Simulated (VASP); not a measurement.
# PrBe3Si (I4mm) in VASP: further runs

The runs below take PrBe3Si through single point, relaxation of shape and atoms at fixed volume, with PBE.

Program: VASP 6.6.1. These are calculated values, not measurements. Logs are shortened: lines on timing, memory, paths and dates and some standing lists are left out, and cuts for length are marked.

## 1. The cell of the first run

The structure is tetragonal, space group I4mm (No. 107). The conventional cell has a = 3.874 Å, b = 3.874 Å, c = 9.209 Å, α = 90.00°, β = 90.00°, γ = 90.00°. Pr (site symmetry 4mm) has 13 Be at 2.97 to 3.44 Å and 5 Si at 2.97 to 3.45 Å and 4 Pr at 3.87 Å within 3.9 Å. Within 3.0 Å of Be (site symmetry 4mm) lie 4 Be at 2.22 Å and 1 Si at 2.32 Å and 4 Pr at 2.98 Å. Be (site symmetry 2mm) has 6 Be at 2.22 to 2.74 Å and 2 Si at 2.28 Å and 4 Pr at 2.97 to 3.05 Å within 3.1 Å. Within 3.0 Å of Si (site symmetry 4mm) lie 5 Be at 2.28 to 2.32 Å and 4 Pr at 2.97 Å.

## 2. Single point, PBE (13.82 Å³/atom)

Contents of INCAR:

```
PREC = Accurate
ENCUT = 600
EDIFF = 1E-6
ISMEAR = 0
SIGMA = 0.1
LREAL = F
LASPH = T
NELM = 200
ALGO = Normal
ISIF = 2
LWAVE = F
LCHARG = F
GGA = PE
NBANDS = 18
GGA_COMPAT = F
LMAXMIX = 6
```

Contents of KPOINTS:

```
Automatic mesh
0
Gamma
  12 12 12
```

Contents of POSCAR:

```
PrBe3Si
1.0
   -1.9367898882      1.9367898882      4.6043780378
    1.9367898882     -1.9367898882      4.6043780378
    1.9367898882      1.9367898882     -4.6043780378
Pr Be Si
1 3 1
Direct
    0.0209950442      0.0209950442      0.0000000000
    0.3943351482      0.3943351482      0.0000000000
    0.2767338622      0.7767338622      0.5000000000
    0.7767338622      0.2767338622      0.5000000000
    0.6462020934      0.6462020934      0.0000000000
```

Potentials or basis: VASP PAW PBE potentials, release 64 (Pr_3, Be, Si), 4f in core.

On the command line:

```bash
cat potpaw_PBE.64/Pr_3/POTCAR potpaw_PBE.64/Be/POTCAR potpaw_PBE.64/Si/POTCAR > POTCAR
mpirun -np 1 vasp_std > vasp.out
```

OUTCAR:

```text
PREC = Accurate
   ENCUT = 600
   EDIFF = 1E-6
   ISMEAR = 0
   LREAL = F
   LASPH = T
   NELM = 200
   ISIF = 2
   GGA = PE

 ion  position               nearest neighbor table
   1  0.021  0.021  0.000-   3 2.97   4 2.97   4 2.97   3 2.97   5 2.97   5 2.97   5 2.97   5 2.97
                             2 2.98   2 2.98   2 2.98   2 2.98   3 3.05   4 3.05   4 3.05   3 3.05
   2  0.394  0.394  0.000-   3 2.22   4 2.22   3 2.22   4 2.22   5 2.32   1 2.98   1 2.98   1 2.98
                             1 2.98
   3  0.277  0.777  0.500-   2 2.22   2 2.22   5 2.28   5 2.28   1 2.97   1 2.97   1 3.05   1 3.05

   4  0.777  0.277  0.500-   2 2.22   2 2.22   5 2.28   5 2.28   1 2.97   1 2.97   1 3.05   1 3.05

   5  0.646  0.646  0.000-   3 2.28   4 2.28   3 2.28   4 2.28   2 2.32   1 2.97   1 2.97   1 2.97
                             1 2.97   1 3.45

  LATTYP: Found a body centered tetragonal cell.
 ALAT       =     3.8735797764
 C/A-ratio  =     2.3773244924

  Lattice vectors:

 A1 = (  -1.9367898882,   1.9367898882,   4.6043780378)
 A2 = (   1.9367898882,  -1.9367898882,   4.6043780378)
 A3 = (   1.9367898882,   1.9367898882,  -4.6043780378)

Analysis of symmetry for initial positions (statically):
=====================================================================
 Subroutine PRICEL returns:
 Original cell was already a primitive cell.

 Routine SETGRP: Setting up the symmetry group for a
 body centered tetragonal supercell.

 Subroutine GETGRP returns: Found  8 space group operations
 (whereof  8 operations were pure point group operations)
 out of a pool of 16 trial point group operations.

The static configuration has the point symmetry C_4v.

Analysis of symmetry for dynamics (positions and initial velocities):
=====================================================================
 Subroutine PRICEL returns:
 Original cell was already a primitive cell.

 Routine SETGRP: Setting up the symmetry group for a
 body centered tetragonal supercell.

 Subroutine GETGRP returns: Found  8 space group operations
 (whereof  8 operations were pure point group operations)
 out of a pool of 16 trial point group operations.

The dynamic configuration has the point symmetry C_4v.

 Subroutine INISYM returns: Found  8 space group operations
 (whereof  8 operations are pure point group operations),
 and found     1 'primitive' translations

----------------------------------------------------------------------------------------

                                     Primitive cell

  volume of cell :      69.0869

  direct lattice vectors                    reciprocal lattice vectors
    -1.936789888  1.936789888  4.604378038     0.000000000  0.258159134  0.108592300
     1.936789888 -1.936789888  4.604378038     0.258159134  0.000000000  0.108592300
     1.936789888  1.936789888 -4.604378038     0.258159134  0.258159134  0.000000000

  length of vectors
     5.357481429  5.357481429  5.357481429     0.280068609  0.280068609  0.365092148

  position of ions in fractional coordinates (direct lattice)
     0.020995044  0.020995044  0.000000000
     0.394335148  0.394335148  0.000000000
     0.276733862  0.776733862  0.500000000
     0.776733862  0.276733862  0.500000000
     0.646202093  0.646202093  0.000000000

  ion indices of the primitive-cell ions
   primitive index   ion index
                 1           1
                 2           2
                 3           3
                 4           4
                 5           5

----------------------------------------------------------------------------------------

 KPOINTS: Automatic mesh

Automatic generation of k-mesh.
 Grid dimensions read from file:
 generate k-points for:   12   12   12

 Generating k-lattice:

  Cartesian coordinates                     Fractional coordinates (reciprocal lattice)
     0.000000000  0.021513261  0.009049358     0.083333333  0.000000000  0.000000000
     0.021513261  0.000000000  0.009049358     0.000000000  0.083333333  0.000000000
     0.021513261  0.021513261  0.000000000     0.000000000  0.000000000  0.083333333

  Length of vectors
     0.023339051  0.023339051  0.030424346

  Shift w.r.t. Gamma in fractional coordinates (k-lattice)
     0.000000000  0.000000000  0.000000000

 Subroutine IBZKPT returns following result:
 ===========================================

 Found    163 irreducible k-points:

 Following reciprocal coordinates:
            Coordinates               Weight
  0.000000  0.000000  0.000000      1.000000
  0.083333 -0.000000  0.000000      8.000000
  0.166667 -0.000000  0.000000      8.000000
  0.250000 -0.000000  0.000000      8.000000
  0.333333 -0.000000  0.000000      8.000000
  0.416667 -0.000000  0.000000      8.000000
[... 16 lines left out ...]
  0.500000  0.166667 -0.000000     16.000000
 -0.416667  0.166667  0.000000     16.000000
 [... further k-points ...]
[... 32 lines left out ...]
     AMIX_MAG =   1.60;   BMIX_MAG =  1.00
  volume/ion in A,a.u.               =      13.82        93.24
  Fermi-wavevector in a.u.,A,eV,Ry     =   1.100735  2.080087 16.485044  1.211617
  Thomas-Fermi vector in A             =   2.237150
   LORBIT       =      0    0 simple, 1 ext, 2 COOP (PROOUT), +10 PAW based schemes
   GGA     = PE    functional components
   LHFCALC =     F    Hartree Fock is set to
   AEXX    =    0.0000 exact exchange contribution
   IVDW    =     0    specifies the selected vdW correction
   LEPSILON=     F    determine dielectric tensor
   LRPA    =     F    only Hartree local field effects (RPA)
 non-spin polarized calculation
 Gauss-broadening in eV      SIGMA  =   0.10
  energy-cutoff  :      600.00
  volume of cell :       69.09
 maximum number of plane-waves:      2330
 NGX is ok and might be reduce to    48
   NGX = 21   NGY = 21   NGZ = 21

 number of electron      21.0000000 magnetization

 Free energy of the ion-electron system (eV)
  ---------------------------------------------------
  ext. energy  EPLUGINS =         0.00000000
  ---------------------------------------------------
  free energy    TOTEN  =       -22.54158646 eV

  energy without entropy =      -22.53516177  energy(sigma->0) =      -22.53837411

 E-fermi :   5.6838     XC(G=0): -10.6165

 val. band max:        5.6649622610   @ k =   0.3333  -0.0000   0.0000
 cond. band min:       5.6923305753   @ k =  -0.4167  -0.4167   0.1667
 fundamental gap:      0.0273683142
 Fermi energy:         5.6837513536

 k-point     1 :       0.0000    0.0000    0.0000
  band No.  band energies     occupation
      1     -29.3477      2.00000
      2     -11.6219      2.00000
      3     -11.2862      2.00000
      4     -11.2862      2.00000
      5      -4.0065      2.00000
      6       1.4346      2.00000
[... 10 lines left out ...]
     17      12.0954      0.00000
     18      12.0954      0.00000

 k-point     2 :       0.0833   -0.0000    0.0000
  band No.  band energies     occupation
      1     -29.3454      2.00000
      2     -11.6200      2.00000
      3     -11.3306      2.00000
      4     -11.2821      2.00000
      5      -3.9197      2.00000
      6       1.4136      2.00000
[... 10 lines left out ...]
     17      11.9059      0.00000
     18      12.2175      0.00000

 k-point     3 :       0.1667   -0.0000    0.0000
  band No.  band energies     occupation
      1     -29.3392      2.00000
      2     -11.6153      2.00000
      3     -11.4476      2.00000
      4     -11.2708      2.00000
      5      -3.6757      2.00000
      6       1.2369      2.00000
[... 10 lines left out ...]
     17      11.5459      0.00000
     18      12.2197      0.00000

 k-point     4 :       0.2500   -0.0000    0.0000
  band No.  band energies     occupation
      1     -29.3307      2.00000
      2     -11.6289      2.00000
      3     -11.5798      2.00000
      4     -11.2552      2.00000
      5      -3.3192      2.00000
      6       0.8199      2.00000
[... 375 lines left out ...]
      4     -11.3684      2.00000
      5      -2.4410      2.00000
      6       0.2048      2.00000
[... 10 lines left out ...]
     17      11.7899      0.00000
     18      12.4820      0.00000

 k-point    23 :       0.5000    0.1667   -0.0000
  band No.  band energies     occupation
      1     -29.3058      2.00000
      2     -11.8595      2.00000
      3     -11.5640      2.00000
      4     -11.3621      2.00000
      5      -2.3846      2.00000
      6       0.1095      2.00000
[... 10 lines left out ...]
     17      11.3649      0.00000
     18      12.5121      0.00000

 k-point    24 :      -0.4167    0.1667    0.0000
  band No.  band energies     occupation
      1     -29.3081      2.00000
      2     -11.8228      2.00000
      3     -11.5607      2.00000
      4     -11.3669      2.00000
      5      -2.5492      2.00000
      6       0.2543      2.00000
[... 10 lines left out ...]
     17      11.5704      0.00000
     18      12.7101      0.00000

 [... further k-points ...]
[... 5 lines left out ...]
  --------------------------------------------------------------------------------------
  -------------------------------------------------------------------------------------
  Total        2.9328564      2.9328564      2.8864066      0.0000000      0.0000000      0.0000000
  in kB       68.0151088     68.0151088     66.9379049      0.0000000      0.0000000      0.0000000
  external PRESSURE =      67.6560408 kB  Pullay stress =       0.0000000 kB

 VOLUME and BASIS-vectors are now :
 -----------------------------------------------------------------------------
  energy-cutoff  :      600.00
  volume of cell :       69.09
      direct lattice vectors                 reciprocal lattice vectors
    -1.936789888  1.936789888  4.604378038     0.000000000  0.258159134  0.108592300
     1.936789888 -1.936789888  4.604378038     0.258159134  0.000000000  0.108592300
     1.936789888  1.936789888 -4.604378038     0.258159134  0.258159134  0.000000000

 POSITION                                       TOTAL-FORCE (eV/Angst)
 -----------------------------------------------------------------------------------
      0.00000      0.00000      0.19334         0.000000      0.000000      0.006203
      0.00000      0.00000      3.63134         0.000000      0.000000     -0.004680
      1.93679      0.00000      2.54837         0.000000     -0.000000      0.004227
      0.00000      1.93679      2.54837        -0.000000      0.000000      0.004227
      0.00000      0.00000      5.95072        -0.000000     -0.000000     -0.009977
 -----------------------------------------------------------------------------------
    total drift:                               -0.000000     -0.000000      0.000202

  FREE ENERGIE OF THE ION-ELECTRON SYSTEM (eV)
  ---------------------------------------------------
  free  energy   TOTEN  =       -22.5415864591 eV

  energy  without entropy=      -22.5351617660  energy(sigma->0) =      -22.53837411
```

Run time: 3.3 min. Hardware: 1 thread of AMD EPYC 9R45 (Zen 5), shared host; peak memory 0.47 GiB.

What came out:

| Quantity | Value |
| --- | --- |
| Free energy | -22.5416 eV |
| Pressure | 6.8 GPa |
| Largest force | 0.010 eV/Å |
| Band gap on the k mesh | zero (an odd number of electrons rules out a gap without spin polarisation) |

Forces in eV/Å, atoms in the order of the input:
```
Pr   0.000  0.000  0.006
Be   0.000  0.000 -0.005
Be   0.000  0.000  0.004
Be   0.000  0.000  0.004
Si   0.000  0.000 -0.010
```

Stress tensor (GPa, compression positive):
```
6.80 0.00 0.00
0.00 6.80 0.00
0.00 0.00 6.69
```

Levels at points of the mesh, in eV from the Fermi level:
```csv
k point,band 9,band 10,band 11,band 12,band 13,band 14
"(0.00, 0.00, 0.00)",-2.45,-1.03,1.78,1.78,2.45,3.17
"(0.50, 0.00, 0.00)",-1.77,0.09,0.68,0.79,1.74,3.16
"(0.50, 0.50, 0.00)",-3.08,-1.72,-0.78,3.76,4.88,4.89
"(0.50, 0.50, 0.50)",-1.23,0.53,1.37,1.76,1.76,3.65
```

Caveat: the cell stands under pressure; spin-orbit coupling is left out, which moves the levels of the heavy elements; the 4f electrons are frozen in the core, so they carry no moment and show no levels. Spin polarisation is off, so any magnetic state and its effect on volume and gap are missing.

## 3. Single point, PBE (14.26 Å³/atom)

This run uses another cell than the first one, of 14.26 Å³/atom.

Contents of INCAR:

```
SYSTEM = PrBe3Si
PREC = Accurate
ENCUT = 600
EDIFF = 1E-6
ISMEAR = 0
SIGMA = 0.1
LREAL = .FALSE.
LASPH = .TRUE.
NELM = 200
ALGO = Normal
ISIF = 2
LWAVE = .FALSE.
LCHARG = .TRUE.
GGA = PE
LELF = .TRUE.
LVHAR = .TRUE.
NBANDS = 18
GGA_COMPAT = .FALSE.
LMAXMIX = 6
```

Contents of KPOINTS:

```
Automatic mesh
0
G
  12 12 12
  0 0 0
```

Contents of POSCAR:

```
PrBe3Si
1.0
   -1.9543477249      1.9543477249      4.6663380453
    1.9543477249     -1.9543477249      4.6663380453
    1.9543477249      1.9543477249     -4.6663380453
Pr Be Si
1 3 1
Direct
    0.0208956533      0.0208956533      0.0000000000
    0.3949246802      0.3949246802      0.0000000000
    0.2765466845      0.7765466845      0.5000000000
    0.7765466845      0.2765466845      0.5000000000
    0.6460863077      0.6460863077      0.0000000000
```

Potentials or basis: VASP PAW PBE potentials, release 64 (Pr_3, Be, Si), 4f in core.

On the command line:

```bash
cat potpaw_PBE.64/Pr_3/POTCAR potpaw_PBE.64/Be/POTCAR potpaw_PBE.64/Si/POTCAR > POTCAR
mpirun -np 1 vasp_std > vasp.out
```

Run time: 3.5 min. Hardware: 1 thread of AMD EPYC 9R45 (Zen 5), shared host; peak memory 0.48 GiB.

It converged, with:

| Item | Value |
| --- | --- |
| Free energy | -22.6094 eV |
| Pressure | 3.2 GPa |
| Band gap on the k mesh | zero (an odd number of electrons rules out a gap without spin polarisation) |

Stress tensor (GPa, compression positive):
```
3.23 0.00 0.00
0.00 3.23 0.00
0.00 0.00 3.13
```

Levels at points of the mesh, in eV from the Fermi level:
```tsv
k point	band 8	band 9	band 10	band 11	band 12	band 13	band 14	band 15
(0.00, 0.00, 0.00)	-2.37	-2.37	-0.96	1.72	1.72	2.35	3.06	3.52
(0.50, 0.00, 0.00)	-3.06	-1.72	0.11	0.70	0.74	1.73	3.05	4.37
(0.50, 0.50, 0.00)	-3.74	-3.02	-1.70	-0.84	3.58	4.67	4.74	5.91
(0.50, 0.50, 0.50)	-1.79	-1.18	0.48	1.30	1.71	1.71	3.60	3.75
```

Caveat: the cell stands under pressure; spin-orbit coupling is left out, which moves the levels of the heavy elements; the 4f electrons are frozen in the core, so they carry no moment and show no levels.

## 4. Relaxation of shape and atoms at fixed volume, PBE (12.94 Å³/atom)

This run uses another cell than the first one, of 12.94 Å³/atom.

Contents of INCAR:

```
SYSTEM = PrBe3Si
PREC     = Accurate       ! precision mode
ENCUT    = 600            ! plane-wave cutoff, eV
EDIFF    = 1E-7           ! SCF threshold, eV
ISMEAR   = 0              ! smearing method
SIGMA    = 0.1            ! smearing width, eV
LREAL    = .False.        ! projectors in reciprocal space
LASPH    = .True.         ! aspherical terms in the spheres
NELM     = 200            ! most SCF steps
ALGO     = Normal         ! electronic algorithm
ISIF     = 4              ! what is computed and relaxed
LWAVE    = .False.        ! write WAVECAR
LCHARG   = .False.        ! write CHGCAR
GGA      = PE             ! functional
IBRION   = 2              ! ionic algorithm
NSW      = 50             ! ionic steps
EDIFFG   = -0.01          ! ionic threshold
GGA_COMPAT= .False.      
NELMIN   = 4            
LMAXMIX  = 6              ! l up to which the mixer works
```

Contents of KPOINTS:

```
Automatic mesh
0
Gamma
  12 12 12
  0 0 0
```

Contents of POSCAR:

```
PrBe3Si
1.0
   -1.8969667916      1.8969667916      4.4933614378
    1.8969667916     -1.8969667916      4.4933614378
    1.8969667916      1.8969667916     -4.4933614378
Pr Be Si
1 3 1
Direct
    0.0211123571      0.0211123571      0.0000000000
    0.3936979897      0.3936979897      0.0000000000
    0.2770338773      0.7770338773      0.5000000000
    0.7770338773      0.2770338773      0.5000000000
    0.6461219088      0.6461219088      0.0000000000
```

On the command line:

```bash
cat potpaw_PBE.64/Pr_3/POTCAR potpaw_PBE.64/Be/POTCAR potpaw_PBE.64/Si/POTCAR > POTCAR
mpirun -np 1 vasp_std > vasp.out
```

Run time: 9.5 min. Hardware: 1 thread of Intel Xeon Platinum 8259CL at 2.50GHz (Skylake/Cascade Lake), shared host; peak memory 0.43 GiB.

The run converged. Its results:

| Item | Value |
| --- | --- |
| Free energy | -22.2386 eV |
| Energy gained by relaxing | 0.1 meV/atom |
| Ionic steps | 4 |
| Pressure after relaxing | 15.7 GPa |
| Largest force after relaxing | 0.009 eV/Å |
| Band gap on the k mesh | zero (an odd number of electrons rules out a gap without spin polarisation) |

Forces on the atoms (eV/Å):
```
Pr   0.000  0.000  0.009
Be   0.000  0.000 -0.005
Be   0.000  0.000  0.000
Be   0.000  0.000  0.000
Si   0.000  0.000 -0.005
```

The path:
| step | energy change (eV) | largest force (eV/Å) | pressure (GPa) | volume (Å³) |
| --- | --- | --- | --- | --- |
| 1 | 0.0000 | 0.0519 | 15.78 | 64.68 |
| 2 | -0.0004 | 0.0323 | 15.75 | 64.68 |
| 3 | -0.0006 | 0.0237 | 15.71 | 64.68 |
| 4 | -0.0006 | 0.0087 | 15.71 | 64.68 |

Final structure:
```
Pr Be Si
1.0
    -1.90027    1.90027    4.47775
     1.90027   -1.90027    4.47775
     1.90027    1.90027   -4.47775
Pr Be Si
1 3 1
Cartesian
  0.0000 0.0000 0.1908
  0.0000 0.0000 3.5196
  1.9003 0.0000 2.4831
  0.0000 1.9003 2.4831
  1.9003 1.9003 1.3088
```

Levels at points of the mesh, in eV from the Fermi level:
```
           k point  band 9  band 10  band 11  band 12  band 13  band 14
(0.00, 0.00, 0.00)   -2.56    -1.17     1.92     1.92     2.66     3.46
(0.50, 0.00, 0.00)   -1.88     0.06     0.66     0.93     1.77     3.42
(0.50, 0.50, 0.00)   -3.20    -1.77    -0.60     4.16     5.21     5.37
(0.50, 0.50, 0.50)   -1.34     0.61     1.56     1.88     1.88     3.77
```

Caveat: spin-orbit coupling is left out, which moves the levels of the heavy elements; the 4f electrons are frozen in the core, so they carry no moment and show no levels.

## 5. Summary

| task | cell | gap on the mesh (eV) | pressure (GPa) | largest force (eV/Å) |
| --- | --- | --- | --- | --- |
| single point | a = 5.357 Å, angles 137.6, 137.6, 61.5°, 5 atoms, atomic positions A | none | 6.8 | 0.01 |
| single point | a = 5.423 Å, angles 137.8, 137.8, 61.3°, 5 atoms, atomic positions B | none | 3.2 | - |
| relaxation of shape and atoms at fixed volume | relaxed from a = 5.233 Å, angles 137.5, 137.5, 61.7°, 5 atoms, atomic positions C | none | 15.7 | 0.01 |

Alike in all rows: level PBE; potentials or basis VASP PAW PBE potentials, release 64 (Pr_3, Be, Si), 4f in core; no spin polarisation; k mesh 12 × 12 × 12; cutoff (eV) 600; smearing gaussian 0.1 eV.

Caveats: spin-orbit coupling is left out, which moves the levels of the heavy elements; the 4f electrons are frozen in the core, so they carry no moment and show no levels; the cell stands under pressure (at least some runs).

Absolute energies hang on the potentials; compare differences alone.

The gap in the log of VASP goes by the Fermi energy; the results here count the filled bands.